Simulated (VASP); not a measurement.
Input of a VASP 6.6.1 run:

Contents of INCAR:

```
  ALGO = Normal
  EDIFF = 1E-6
  ENCUT = 520
  GGA = PE
  ISIF = 2
  ISMEAR = 0
  ISPIN = 2
  LASPH = True
  LCHARG = True
  LDAU = True
  LDAUJ = 0 0
  LDAUL = 3 -1
  LDAUPRINT = 1
  LDAUTYPE = 2
  LDAUU = 6 0
  LELF = True
  LMAXMIX = 6
  LORBIT = 11
  LREAL = False
  LVHAR = True
  LWAVE = False
  MAGMOM = 7.72 0 0 0
  NBANDS = 27
  NELM = 150
  PREC = Accurate
  SIGMA = 0.05
```

KPOINTS

```
k-points
0
Gamma
  4 4 4
```

Contents of POSCAR:

```
GdSi3
1.0
    4.1647486593      0.0000000000      0.0000000000
    0.0000000000      4.1647486593      0.0000000000
    0.0000000000      0.0000000000      4.1647486593
Gd Si
1 3
Direct
    0.0000000000      0.0000000000      0.0000000000
    0.0000000000      0.5000000000      0.5000000000
    0.5000000000      0.5000000000      0.0000000000
    0.5000000000      0.0000000000      0.5000000000
```

Potentials or basis: VASP PAW PBE potentials, release 64 (Gd, Si).

Run with:

```sh
$ cat potpaw_PBE.64/Gd/POTCAR potpaw_PBE.64/Si/POTCAR > POTCAR
$ mpirun -np 1 vasp_std > vasp.out
```

Task: What does it give for the site moments?

Result: Gd +6.89; Si +0.00 μB.

Task: What does it give for the net moment?

Result: 7.25 μB per cell.

Task: Estimate the pressure.

Result: -0.9 GPa.

Eigenvalues of the final occupation matrices:
```tsv
site	spin	trace	eigenvalues
site 1 f	1	6.93	0.99 0.99 0.99 0.99 0.99 0.99 0.99
site 1 f	2	0.04	0.00 0.00 0.00 0.01 0.01 0.01 0.01
```

Caveat: the k points lie up to 0.38 Å⁻¹ apart; spin-orbit coupling is left out, which moves the levels of the heavy elements. The state reached can hang on the start; a lower one may exist.
